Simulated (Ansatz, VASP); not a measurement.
**Zr in VASP and in Ansatz**

```
CELL_PARAMETERS angstrom
2.79367 0.00000 0.00000
0.00000 2.79367 0.00000
0.00000 0.00000 2.79367
ATOMIC_POSITIONS crystal
Zr 0.00000 0.00000 0.00000
```

Change from the starting cell: volume scaled by 0.92, LAPW.

Alike in both runs: task single point; functional PBEsol; k mesh 13 × 13 × 13; occupations fermi-dirac, width 0.1 eV; no spin polarisation.

|  | VASP | Ansatz |
| --- | --- | --- |
| version | VASP 6.6.1 | Ansatz 0.2.0 |
| potentials or method | VASP PAW PBE potentials, release 64 (Zr_sv), cutoff 520 eV | all-electron LAPW, scalar-relativistic |

```csv
,VASP,Ansatz,Ansatz less VASP
pressure (GPa),7.1,7.0,-0.14
```

VASP's potentials were made for PBE, not for PBEsol. Ansatz ran all-electron here, and VASP with PAW potentials.
